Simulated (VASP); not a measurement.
Here is a VASP 6.6.1 calculation.

File POSCAR:

```
AgI
1.0
    4.6816862829      0.0000000000      0.0000000000
   -2.3408431415      4.0544592535      0.0000000000
    0.0000000000      0.0000000000      7.6483113847
Ag I
2 2
Direct
    0.3333333333      0.6666666667      0.0024058981
    0.6666666667      0.3333333333      0.5024058981
    0.3333333333      0.6666666667      0.3774941019
    0.6666666667      0.3333333333      0.8774941019
```

The input INCAR.step1:

```
SYSTEM = AgI
PREC = Accurate
ENCUT = 400
EDIFF = 1E-5
ISMEAR = -1
SIGMA = 0.02
LREAL = .FALSE.
LASPH = .TRUE.
NELM = 120
ALGO = Normal
ISIF = 2
LWAVE = .TRUE.
LCHARG = .FALSE.
GGA = PE
NBANDS = 26
GGA_COMPAT = .FALSE.
KPAR = 4
```

Contents of INCAR.step2:

```
SYSTEM = AgI
PREC = Accurate
ENCUT = 400
EDIFF = 1E-6
ISMEAR = -1
SIGMA = 0.02
LREAL = .FALSE.
LASPH = .TRUE.
NELM = 120
ALGO = Normal
ISIF = 2
LWAVE = .FALSE.
LCHARG = .FALSE.
GGA = PE
LHFCALC = .TRUE.
HFSCREEN = 0.2079
PRECFOCK = Normal
ISTART = 1
NBANDS = 26
GGA_COMPAT = .FALSE.
KPAR = 4
```

KPOINTS

```
Automatic mesh
0
G
  6 6 2
  0 0 0
```

Potentials or basis: VASP PAW PBE potentials, release 64 (Ag, I).

Command:

```console
$ cat potpaw_PBE.64/Ag/POTCAR potpaw_PBE.64/I/POTCAR > POTCAR
$ cp INCAR.step1 INCAR
$ mpirun -np 4 vasp_std > vasp.out
$ cp INCAR.step2 INCAR
$ mpirun -np 4 vasp_std > vasp.out
```

(1) What does it give for the band gap on the k mesh?

(2) Predict the pressure.

Answers

(1) 2.51 eV.

(2) -0.2 GPa.

Caveat: the PAW data sets were made with another functional, which shifts forces and pressure a little; spin-orbit coupling is left out, which moves the levels of the heavy elements.
